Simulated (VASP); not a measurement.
# RbBr (Fm-3m) in VASP: further runs, part 2 of 2

VASP 6.6.1. The steps go on from the part before.

**4. Single point, PBE-based screened hybrid with 10 % exact exchange**

Input file POSCAR:

```
RbBr
1.0
    0.0000000000      3.4608261073      3.4608261073
    3.4608261073      0.0000000000      3.4608261073
    3.4608261073      3.4608261073      0.0000000000
Rb Br
1 1
Direct
    0.0000000000      0.0000000000      0.0000000000
    0.5000000000      0.5000000000      0.5000000000
```

Input file INCAR.step1:

```
SYSTEM = RbBr
PREC = Accurate
ENCUT = 520
EDIFF = 1E-5
ISMEAR = 0
SIGMA = 0.01
LREAL = .FALSE.
LASPH = .TRUE.
NELM = 100
ALGO = Normal
ISIF = 2
LWAVE = .TRUE.
LCHARG = .FALSE.
NBANDS = 15
GGA = PE
```

Input file INCAR.step2:

```
SYSTEM = RbBr
PREC = Accurate
ENCUT = 520
EDIFF = 1E-6
ISMEAR = 0
SIGMA = 0.01
LREAL = .FALSE.
LASPH = .TRUE.
NELM = 100
ALGO = Normal
ISIF = 2
LWAVE = .FALSE.
LCHARG = .FALSE.
GGA = PE
LHFCALC = .TRUE.
AEXX = 0.1
HFSCREEN = 0.2078
PRECFOCK = Normal
NBANDS = 15
ISTART = 1
```

Input file KPOINTS:

```
Automatic mesh
0
G
  4 4 4
  0 0 0
```

Potentials or basis: VASP PAW PBE potentials, release 64 (Rb_sv, Br).

The run is started by

```sh
cat potpaw_PBE.64/Rb_sv/POTCAR potpaw_PBE.64/Br/POTCAR > POTCAR
cp INCAR.step1 INCAR
mpirun -np 1 vasp_std > vasp.out
cp INCAR.step2 INCAR
mpirun -np 1 vasp_std > vasp.out
```

OUTCAR:

```text
SYSTEM = RbBr
   PREC = Accurate
   ENCUT = 520
   EDIFF = 1E-6
   ISMEAR = 0
   LREAL = .FALSE.
   LASPH = .TRUE.
   NELM = 100
   ISIF = 2
   GGA = PE
   LHFCALC = .TRUE.
   AEXX = 0.1
   HFSCREEN = 0.2078
   PRECFOCK = Normal
   ISTART = 1

 ion  position               nearest neighbor table
   1  0.000  0.000  0.000-   2 3.46   2 3.46   2 3.46   2 3.46   2 3.46   2 3.46
   2  0.500  0.500  0.500-   1 3.46   1 3.46   1 3.46   1 3.46   1 3.46   1 3.46

  LATTYP: Found a face centered cubic cell.
 ALAT       =     6.9216522146

  Lattice vectors:

 A1 = (   0.0000000000,   3.4608261073,   3.4608261073)
 A2 = (   3.4608261073,   0.0000000000,   3.4608261073)
 A3 = (   3.4608261073,   3.4608261073,   0.0000000000)

Analysis of symmetry for initial positions (statically):
=====================================================================
 Subroutine PRICEL returns:
 Original cell was already a primitive cell.

 Routine SETGRP: Setting up the symmetry group for a
 face centered cubic supercell.

 Subroutine GETGRP returns: Found 48 space group operations
 (whereof 48 operations were pure point group operations)
 out of a pool of 48 trial point group operations.

The static configuration has the point symmetry O_h .

Analysis of symmetry for dynamics (positions and initial velocities):
=====================================================================
 Subroutine PRICEL returns:
 Original cell was already a primitive cell.

 Routine SETGRP: Setting up the symmetry group for a
 face centered cubic supercell.

 Subroutine GETGRP returns: Found 48 space group operations
 (whereof 48 operations were pure point group operations)
 out of a pool of 48 trial point group operations.

The dynamic configuration has the point symmetry O_h .

 Subroutine INISYM returns: Found 48 space group operations
 (whereof 48 operations are pure point group operations),
 and found     1 'primitive' translations

----------------------------------------------------------------------------------------

                                     Primitive cell

  volume of cell :      82.9028

  direct lattice vectors                    reciprocal lattice vectors
     0.000000000  3.460826107  3.460826107    -0.144474176  0.144474176  0.144474176
     3.460826107  0.000000000  3.460826107     0.144474176 -0.144474176  0.144474176
     3.460826107  3.460826107  0.000000000     0.144474176  0.144474176 -0.144474176

  length of vectors
     4.894347218  4.894347218  4.894347218     0.250236613  0.250236613  0.250236613

  position of ions in fractional coordinates (direct lattice)
     0.000000000  0.000000000  0.000000000
     0.500000000  0.500000000  0.500000000

  ion indices of the primitive-cell ions
   primitive index   ion index
                 1           1
                 2           2

----------------------------------------------------------------------------------------

 KPOINTS: Automatic mesh

[... 34 lines left out ...]
   total plane-waves  NPLWV =  46656
   dimension x,y,z NGX =    36 NGY =   36 NGZ =   36
   dimension x,y,z NGXF=    72 NGYF=   72 NGZF=   72
   ions per type =               1   1
   NGX,Y,Z   is equivalent  to a cutoff of  12.23, 12.23, 12.23 a.u.
   NGXF,Y,Z  is equivalent  to a cutoff of  24.46, 24.46, 24.46 a.u.
 SYSTEM =  RbBr
   PREC   = accura    normal or accurate (medium, high low for compatibility)
   ISTART =      1    job   : 0-new  1-cont  2-samecut
   ICHARG =      0    charge: 1-file 2-atom 10-const
   ISPIN  =      1    spin polarized calculation?
   LNONCOLLINEAR =      F non collinear calculations
   LSORBIT =      F    spin-orbit coupling
   LASPH  =      T    aspherical Exc in radial PAW
   ENCUT  =  520.0 eV  38.22 Ry    6.18 a.u.   9.10  9.10  9.10*2*pi/ulx,y,z
   NELM   =    100;   NELMIN=  2; NELMDL=  0     # of ELM steps
   EDIFF  = 0.1E-05   stopping-criterion for ELM
   LREAL  =      F    real-space projection
   EDIFFG = 0.1E-04   stopping-criterion for IOM
   NSW    =      0    number of steps for IOM
   IBRION =     -1    ionic relax: 0-MD 1-quasi-New 2-CG
   NFREE  =      0    steps in history (QN), initial steepest desc. (CG)
   ISIF   =      2    stress and relaxation
   ISYM   =      3    0-nonsym 1-usesym 2-fastsym
   POTIM  = 0.5000    time-step for ionic-motion
   TEBEG  =    0.0;   TEEND  =   0.0 temperature during run
   PSTRESS=    0.0 pullay stress
   NELECT =      16.0000    total number of electrons
   NUPDOWN=      -1.0000    fix difference up-down
   EMIN   =  10.00;   EMAX   =-10.00  energy-range for DOS
   EFERMI =   0.00;   METHOD = LEGACY
   ISMEAR =     0;   SIGMA  =   0.01  broadening in eV -4-tet -1-fermi 0-gaus
   EFERMI_NEDOS =   21; number of points for ismear=-14 and -15
   IALGO  =     38    algorithm
   IMIX   =      1    mixing-type and parameters
     AMIX     =   0.40;   BMIX     =  1.00
     AMIX_MAG =   1.60;   BMIX_MAG =  1.00
  volume/ion in A,a.u.               =      41.45       279.73
  Fermi-wavevector in a.u.,A,eV,Ry     =   0.946074  1.787820 12.177973  0.895056
  Thomas-Fermi vector in A             =   2.074037
   LORBIT       =      0    0 simple, 1 ext, 2 COOP (PROOUT), +10 PAW based schemes
   GGA     = PE    functional components
   LHFCALC =     T    Hartree Fock is set to
   PRECFOCK=normal    Normal, Fast or Accurate (Low or Medium for compatibility)
   ENCUT4O =  -1.0   cutoff for four orbital integrals eV
   NKREDX  =     1    reduce k-point grid by
   NKREDY  =     1    reduce k-point grid by
   NKREDZ  =     1    reduce k-point grid by
   AEXX    =    0.1000 exact exchange contribution
   HFSCREEN=    0.2078 screening length (either q_TF or 0.3 A-1)
   HFSCREENC=   0.2078 screening length for correlation (either q_TF or 0.3 A-1)
   ENCUTFOCK=  -1.0 apply spherical cutoff to Coloumb kernel
   IVDW    =     0    specifies the selected vdW correction
   LEPSILON=     F    determine dielectric tensor
   LRPA    =     F    only Hartree local field effects (RPA)
 non-spin polarized calculation
 Gauss-broadening in eV      SIGMA  =   0.01
  energy-cutoff  :      520.00
  volume of cell :       82.90
 maximum number of plane-waves:      2252
  NGX = 28; NGY = 28; NGZ = 28

 number of electron      15.9999997 magnetization

 Free energy of the ion-electron system (eV)
  ---------------------------------------------------
  ext. energy  EPLUGINS =         0.00000000
  ---------------------------------------------------
  free energy    TOTEN  =        -6.48829789 eV

  energy without entropy =       -6.48829789  energy(sigma->0) =       -6.48829789

 E-fermi :  -2.0827     XC(G=0):  -6.6638

 val. band max:       -2.2075830757   @ k =   0.0000   0.0000   0.0000
 cond. band min:       2.5372088459   @ k =   0.0000   0.0000   0.0000
 fundamental gap:      4.7447919216
 Fermi energy:        -2.0827352708

 k-point     1 :       0.0000    0.0000    0.0000
  band No.  band energies     occupation
      1     -27.3583      2.00000
      2     -14.7699      2.00000
      3     -10.9670      2.00000
      4     -10.9670      2.00000
      5     -10.9670      2.00000
      6      -2.2076      2.00000
      7      -2.2076      2.00000
      8      -2.2076      2.00000
      9       2.5372      0.00000
     10       5.5638      0.00000
     11       5.5638      0.00000
     12       5.5638      0.00000
     13       6.4664      0.00000
     14       6.4664      0.00000
[... 113 lines left out ...]
      2     -14.7417      2.00000
      3     -11.0825      2.00000
      4     -11.0825      2.00000
      5     -10.9494      2.00000
      6      -2.6792      2.00000
      7      -2.5559      2.00000
      8      -2.5559      2.00000
      9       5.3187      0.00000
     10       5.3187      0.00000
     11       6.4604      0.00000
     12       6.8393      0.00000
     13       9.1588      0.00000
     14       9.1856      0.00000
     15       9.2010      0.00000

------------------------ aborting loop because EDIFF is reached ----------------------------------------

  FORCE on cell =-STRESS in cart. coord.  units (eV):
  Direction    XX          YY          ZZ          XY          YZ          ZX
  --------------------------------------------------------------------------------------
  -------------------------------------------------------------------------------------
  Total        0.2440656      0.2440656      0.2440656     -0.0000000      0.0000000      0.0000000
  in kB        4.7168039      4.7168039      4.7168039     -0.0000000      0.0000000      0.0000000
  external PRESSURE =       4.7168039 kB  Pullay stress =       0.0000000 kB

 VOLUME and BASIS-vectors are now :
 -----------------------------------------------------------------------------
  energy-cutoff  :      520.00
  volume of cell :       82.90
      direct lattice vectors                 reciprocal lattice vectors
     0.000000000  3.460826107  3.460826107    -0.144474176  0.144474176  0.144474176
     3.460826107  0.000000000  3.460826107     0.144474176 -0.144474176  0.144474176
     3.460826107  3.460826107  0.000000000     0.144474176  0.144474176 -0.144474176

 POSITION                                       TOTAL-FORCE (eV/Angst)
 -----------------------------------------------------------------------------------
      0.00000      0.00000      0.00000         0.000000      0.000000     -0.000000
      3.46083      3.46083      3.46083        -0.000000     -0.000000      0.000000
 -----------------------------------------------------------------------------------
    total drift:                               -0.000000     -0.000000     -0.000000

  FREE ENERGIE OF THE ION-ELECTRON SYSTEM (eV)
  ---------------------------------------------------
  free  energy   TOTEN  =        -6.4882978900 eV

  energy  without entropy=       -6.4882978900  energy(sigma->0) =       -6.48829789
```

Wall time 4 min (1 thread of Intel Xeon Platinum 8488C (Sapphire Rapids), shared host); peak memory 0.32 GiB.

What came out:

```
Free energy            : -6.4883 eV
Pressure               : 0.5 GPa
Band gap on the k mesh : 4.74 eV
```

Caveat: the PAW data sets were made with another functional, which shifts forces and pressure a little.

**5. Single point, PBE-based screened hybrid with 10 % exact exchange**

POSCAR is that of step 4.

INCAR.step1, as its differences from that of step 4:

```diff
@@ -8,3 +8,3 @@
 LASPH = .TRUE.
-NELM = 100
+NELM = 60
 ALGO = Normal
```

INCAR.step2, as its differences from that of step 4:

```diff
@@ -8,3 +8,3 @@
 LASPH = .TRUE.
-NELM = 100
+NELM = 60
 ALGO = Normal
@@ -16,3 +16,3 @@
 AEXX = 0.1
-HFSCREEN = 0.2078
+HFSCREEN = 0.1
 PRECFOCK = Normal
```

KPOINTS is that of step 4.

The run is started by

```sh
cat potpaw_PBE.64/Rb_sv/POTCAR potpaw_PBE.64/Br/POTCAR > POTCAR
cp INCAR.step1 INCAR
mpirun -np 1 vasp_std > vasp.out
cp INCAR.step2 INCAR
mpirun -np 1 vasp_std > vasp.out
```

Run time: 4.3 min. Hardware: 1 thread of Intel Xeon Platinum 8488C (Sapphire Rapids), shared host; peak memory 0.32 GiB.

The run converged. Its results:

| Property | Result |
| --- | --- |
| Free energy | -6.5857 eV |
| Pressure | 0.5 GPa |
| Band gap on the k mesh | 4.88 eV |

Levels at points of the mesh, in eV from the valence-band top:
| k point | band 4 | band 5 | band 6 | band 7 | band 8 | band 9 | band 10 | band 11 | band 12 | band 13 |
| --- | --- | --- | --- | --- | --- | --- | --- | --- | --- | --- |
| (0.00, 0.00, 0.00) | -8.77 | -8.77 | 0.00 | 0.00 | 0.00 | 4.88 | 7.92 | 7.92 | 7.92 | 8.82 |
| (0.50, 0.00, 0.00) | -8.77 | -8.72 | -0.96 | -0.34 | -0.34 | 7.33 | 8.26 | 10.12 | 10.12 | 10.73 |
| (0.50, 0.50, 0.00) | -8.83 | -8.83 | -0.48 | -0.16 | -0.16 | 6.23 | 7.68 | 9.68 | 9.87 | 10.05 |

Caveat: the PAW data sets were made with another functional, which shifts forces and pressure a little.

**6. The runs side by side**

| level | k mesh | share of exact exchange | screening parameter | gap on the mesh (eV) | pressure (GPa) |
| --- | --- | --- | --- | --- | --- |
| HSE06 | 2 × 2 × 2 | 0.25 | 0.2079 1/Å | 5.46 | 0.4 |
| PBE-based screened hybrid with 30 % exact exchange | 4 × 4 × 4 | 0.3 | 0.5 1/Å | 5.00 | 0.3 |
| PBE-based screened hybrid with 10 % exact exchange | 4 × 4 × 4 | 0.1 | 0.2078 1/Å | 4.74 | 0.5 |
| PBE-based screened hybrid with 10 % exact exchange | 4 × 4 × 4 | 0.1 | 0.1 1/Å | 4.88 | 0.5 |

Alike in all rows: task single point; potentials or basis VASP PAW PBE potentials, release 64 (Rb_sv, Br); no spin polarisation; cell as given; cutoff (eV) 520; smearing gaussian 0.01 eV.

Caveats: some runs use coarse meshes; the PAW data sets were made with another functional, which shifts forces and pressure a little.

Absolute energies hang on the potentials; compare differences alone.
